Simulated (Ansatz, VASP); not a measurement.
**La: VASP beside Ansatz**

INCAR

```
SYSTEM = La
  PREC = Accurate
  ENCUT = 600
  EDIFF = 1E-6
  ISMEAR = -1
  SIGMA = 0.05
  LREAL = .FALSE.
  LASPH = .TRUE.
  NELM = 100
  ALGO = Normal
  ISIF = 3
  LWAVE = .FALSE.
  LCHARG = .FALSE.
  GGA = PS
  IBRION = 2
  NSW = 80
  EDIFFG = -0.02
```

KPOINTS

```
regular mesh
0
G
  9 9 9
  0 0 0
```

File POSCAR:

```
La
1.0
   -2.1238310710      2.1238310710      2.1238310710
    2.1238310710     -2.1238310710      2.1238310710
    2.1238310710      2.1238310710     -2.1238310710
La
1
Direct
    0.0000000000      0.0000000000      0.0000000000
```

input.yaml

```yaml
crystal:
  lattice:
    - [-2.123831071, 2.123831071, 2.123831071]
    - [2.123831071, -2.123831071, 2.123831071]
    - [2.123831071, 2.123831071, -2.123831071]
  atoms:
    - { symbol: La, position: [0.0, 0.0, 0.0] }
kpoints:
  mp_grid: { grid: [9, 9, 9] }
scf:
  occupations: { method: fermi_dirac, width: 0.05 }
hamiltonian:
  xc: pbesol
  pseudopotentials: { kind: all_electron, lapw: { basis_error: 0.001 } }
output:
  forces: true
  stress: true
relax:
  f_tol: 0.02
  max_steps: 60
  cell: {}
```

Alike in both runs: task relaxation of cell and atoms; functional PBEsol; k mesh 9 × 9 × 9; occupations fermi-dirac, width 0.05 eV; no spin polarisation.

```csv
,VASP,Ansatz
version,VASP 6.6.1,Ansatz 0.2.0
potentials or method,"VASP PAW PBE potentials, release 64 (La), cutoff 600 eV","all-electron LAPW, scalar-relativistic"
```

```csv
,VASP,Ansatz,Ansatz less VASP
relaxed volume (Å³/atom),34.55,34.53,-0.016
relaxed cell length with the largest relative difference (Å),3.554,3.553,-0.0006
```

VASP's potentials were made for PBE, not for PBEsol. Ansatz ran all-electron here, and VASP with PAW potentials.

Spin-orbit coupling is off throughout.
